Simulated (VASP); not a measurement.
Input of a VASP 6.6.1 run:

POSCAR

```
TiOs3
1.0
    3.8424532023      0.0000000000      0.0000000000
    0.0000000000      3.8424532023      0.0000000000
    0.0000000000      0.0000000000      3.8424532023
Ti Os
1 3
Direct
    0.0000000000      0.0000000000      0.0000000000
    0.5000000000      0.5000000000      0.0000000000
    0.5000000000      0.0000000000      0.5000000000
    0.0000000000      0.5000000000      0.5000000000
```

File INCAR.step1:

```
PREC = Accurate ; ENCUT = 520
ISMEAR = -1 ; SIGMA = 0.1
LREAL = False ; LASPH = True
NELM = 60 ; NBANDS = 26
GGA = PE ; ALGO = Normal
EDIFF = 1E-4 ; LWAVE = True
LCHARG = False
```

The input INCAR.step2:

```
PREC = Accurate ; ENCUT = 520
EDIFF = 1E-6 ; ISMEAR = -1
SIGMA = 0.1 ; LREAL = False
LASPH = True ; NELM = 60
ALGO = Normal ; ISIF = 2
LWAVE = False ; LCHARG = False
METAGGA = R2SCAN ; LMIXTAU = True
NBANDS = 26 ; ISTART = 1
```

File KPOINTS:

```
Automatic mesh
0
Gamma
  7 7 7
```

Potentials or basis: VASP PAW PBE potentials, release 64 (Ti_sv, Os).

Run with:

```console
$ cat potpaw_PBE.64/Ti_sv/POTCAR potpaw_PBE.64/Os/POTCAR > POTCAR
$ cp INCAR.step1 INCAR
$ mpirun -np 1 vasp_std > vasp.out
$ cp INCAR.step2 INCAR
$ mpirun -np 1 vasp_std > vasp.out
```

(1) Estimate the pressure.

(2) Predict the band gap on the k mesh.

## Answers

(1) 6.0 GPa.

(2) zero (bands 18 and 19 overlap by 3.74 eV).

Caveat: the cell stands under pressure; the PAW data sets were made with another functional, which shifts forces and pressure a little; spin-orbit coupling is left out, which moves the levels of the heavy elements.
